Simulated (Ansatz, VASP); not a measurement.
## Two plane-wave programs on Ti3SnO8

```xyz
12
Lattice="3.2802 -3.2796 0.0000 3.2802 3.2796 0.0000 0.0000 0.0000 6.0391" Properties=species:S:1:pos:R:3 pbc="T T T"
Sn    3.2802    0.0000    0.0000
Ti    0.0000    0.0000    4.4992
Ti    3.2802    0.0000    3.0196
Ti    0.0000    0.0000    1.5399
O     1.2332    0.0000    0.0000
O     5.3272    0.0000    0.0000
O     3.2802   -1.3105    4.4589
O     3.2802    1.3105    4.4589
O     1.2768    0.0000    3.0196
O     5.2836    0.0000    3.0196
O     3.2802   -1.3105    1.5802
O     3.2802    1.3105    1.5802
```

Alike in both runs: task single point; functional PBE; k mesh 6 × 6 × 4; occupations fermi-dirac, width 0.02 eV; no spin polarisation.

```csv
,VASP,Ansatz
version,VASP 6.6.1,Ansatz 0.2.0
potentials or method,"VASP PAW PBE potentials, release 64 (Sn_d, Ti_sv, O)","plane waves, PAW"
plane-wave cutoff (eV),520,420
valence electrons in the cell,98,98
```

Ansatz gave:

* gap on the k mesh at the Fermi level (eV): 1.76
* pressure (GPa): 6.0
* rms of the force components (eV/Å): 0.075

Estimate VASP's values.

gap on the k mesh at the Fermi level (eV): 1.74; pressure (GPa): 6.7; rms of the force components (eV/Å): 0.082.
